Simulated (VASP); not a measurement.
Write the native input for VASP 6.6.1 that does the following.

| Item | Value |
| --- | --- |
| Task | single point |
| Functional | PBE |
| Potentials or basis | VASP PAW PBE potentials, release 64 (Zn) |
| Cutoff | 520 eV |
| k mesh | 22 × 22 × 11 |
| Occupations | fermi-dirac, width 0.1 eV |
| Spin | no spin polarisation |
| Dipole correction | no |
| Further INCAR settings | ALGO = Normal; EDIFF = 1e-06; NBANDS = 19 |

The structure of Zn lies in POSCAR:

```
Zn
1.0
    2.7246453856      0.0000000000      0.0000000000
   -1.3623226928      2.3596121202      0.0000000000
    0.0000000000      0.0000000000      5.0914134450
Zn
2
Direct
    0.3333333333      0.6666666667      0.2500000000
    0.6666666667      0.3333333333      0.7500000000
```

One way to write it, as run:

INCAR

```
SYSTEM = Zn
ALGO = Normal
EDIFF = 1E-6
ENCUT = 520
GGA = PE
ISIF = 2
ISMEAR = -1
LASPH = .TRUE.
LCHARG = .FALSE.
LREAL = .FALSE.
LWAVE = .FALSE.
NBANDS = 19
NELM = 60
PREC = Accurate
SIGMA = 0.1
```

KPOINTS

```
k-points
0
G
  22 22 11
  0 0 0
```

Potentials or basis: VASP PAW PBE potentials, release 64 (Zn).

Run with:

```sh
$ cat potpaw_PBE.64/Zn/POTCAR > POTCAR
$ mpirun -np 1 vasp_std > vasp.out
```

Results of the run:

The pressure is -4.3 GPa. The band gap on the k mesh is zero (bands 12 and 13 overlap by 4.85 eV).

Caveat: the cell stands under tension.

Run time: 2.6 min on 1 thread of Intel Xeon 8259CL, with other jobs on the host, peak memory 0.27 GiB.
